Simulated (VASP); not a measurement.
## AlN: single point with PBE

Crystal: AlN.

```
Al N
1.0
    -4.38250    4.38250    0.00000
    -4.38250    0.00000    4.38250
     0.00000    4.38250    4.38250
Al N
8 8
Direct
  0.99481 0.98976 0.00425
  0.47951 0.00489 0.98757
  0.00904 0.51512 0.00532
  0.99533 0.00376 0.50233
  0.52465 0.49034 0.99022
  0.48761 0.00213 0.50417
  0.99706 0.51164 0.50218
  0.50532 0.49276 0.49898
  0.62396 0.61966 0.12576
  0.14546 0.62764 0.12527
  0.62247 0.10526 0.12724
  0.62172 0.63719 0.61715
  0.11266 0.13193 0.13298
  0.12525 0.62963 0.63106
  0.64115 0.10377 0.61921
  0.12023 0.12488 0.63091
```

This cell differs from its parent crystal: dynamics (nvt nose hoover) at 450 K, volume x 1.01, from the last frame before.

```yaml
Program: VASP 6.6.1
Task: single point
Functional: PBE
Potentials_or_basis: VASP PAW PBE potentials, release 64 (Al, N)
Cutoff: 520 eV
k_mesh: 2 × 2 × 2, shifted
Occupations: fermi-dirac, width 0.0388 eV
Spin: no spin polarisation
```

```json
{"Pressure": "2.9 GPa", "Largest force": "2.681 eV/Å", "Band gap on the k mesh": "3.94 eV"}
```

Forces in eV/Å, atoms in the order of the input:
```
Al  -0.910 -0.121  1.106
Al  -0.049  1.985  0.200
Al   1.450 -0.640 -0.786
Al  -0.675  0.840 -0.837
Al   1.031 -0.136  0.092
Al  -0.588 -0.418 -0.809
Al   0.155  0.480 -0.441
Al  -0.079 -0.311  0.169
N   -0.910  0.436  0.222
N    0.836  0.064 -0.172
N   -0.737 -0.701  0.475
N    0.775  0.932 -0.941
N   -0.347 -0.651 -0.509
N   -0.025  0.394 -0.458
N    0.385 -1.650  2.078
N   -0.312 -0.502  0.611
```

Stress tensor (GPa, compression positive):
```
 3.02 -0.40  1.29
-0.40  2.90 -0.19
 1.29 -0.19  2.87
```

Levels at points of the mesh, in eV from the valence-band top:
```
           k point  band 29  band 30  band 31  band 32  band 33  band 34  band 35  band 36
(0.25, 0.25, 0.25)    -0.40    -0.37    -0.10     0.00     3.94     4.04     4.22     4.95
```

Wall time 100 s on 1 thread of Intel(R) Xeon(R) Platinum 8488C (Sapphire Rapids) (shared host), peak memory 0.31 GiB.

Caveat: the atoms stand as in a frame of molecular dynamics; a shifted mesh leaves out Γ, where band edges can lie; forces of over 1 eV/Å act on the atoms, so gaps and moduli don't describe the material at rest. A k mesh can miss the band edges.
